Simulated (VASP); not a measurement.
Set up this calculation in VASP 6.6.1, as the native input.

```
Task                   : single point
Functional             : PBEsol
Potentials or basis    : VASP PAW PBE potentials, release 64 (Cu, O)
Cutoff                 : 520 eV
k mesh                 : 10 × 10 × 8
Occupations            : gaussian, width 0.1 eV
Spin                   : no spin polarisation
Dipole correction      : no
Further INCAR settings : ALGO = Normal; EDIFF = 1e-07; NBANDS = 44
```

The structure of CuO lies in POSCAR:

```
CuO
1.0
    4.1298643899      0.0000000000      0.0000000000
    0.0000000000      4.1328612571      0.0000000000
    0.0000000000      0.0000000000      4.9904195295
Cu O
4 4
Direct
    0.2500000000      0.2500000000      0.5000000000
    0.2500000000      0.7500000000      0.0000000000
    0.7500000000      0.7500000000      0.5000000000
    0.7500000000      0.2500000000      0.0000000000
    0.5000000000      0.0000000000      0.7500000000
    0.5000000000      0.0000000000      0.2500000000
    0.0000000000      0.5000000000      0.7500000000
    0.0000000000      0.5000000000      0.2500000000
```

This cell differs from its parent crystal: uniaxial strain along c: -2.0 %, then relaxed in part.

One way to write it, as run:

INCAR

```
  ALGO = Normal
  EDIFF = 1E-7
  ENCUT = 520
  GGA = PS
  ISIF = 2
  ISMEAR = 0
  LASPH = True
  LCHARG = False
  LREAL = False
  LWAVE = False
  NBANDS = 44
  NELM = 80
  PREC = Accurate
  SIGMA = 0.1
```

KPOINTS

```
k-points
0
Gamma
  10 10 8
```

Potentials or basis: VASP PAW PBE potentials, release 64 (Cu, O).

Run with:

```sh
$ cat potpaw_PBE.64/Cu/POTCAR potpaw_PBE.64/O/POTCAR > POTCAR
$ mpirun -np 1 vasp_std > vasp.out
```

It gave:

* Pressure: 2.4 GPa
* Band gap on the k mesh: zero (bands 34 and 35 overlap by 1.23 eV)

Caveat: the cell differs from its parent crystal (uniaxial strain along c: -2.0 %, then relaxed in part); the stress differs along the axes, from 1 to 6 GPa; the PAW data sets were made with another functional, which shifts forces and pressure a little; semilocal functionals often make such compounds metallic where correlation or magnetic order opens a gap, which also shifts bond lengths.

It took 12 min on 1 thread of Intel(R) Xeon(R) 6975P-C (Granite Rapids), with other jobs on the host, peak memory 0.56 GiB.
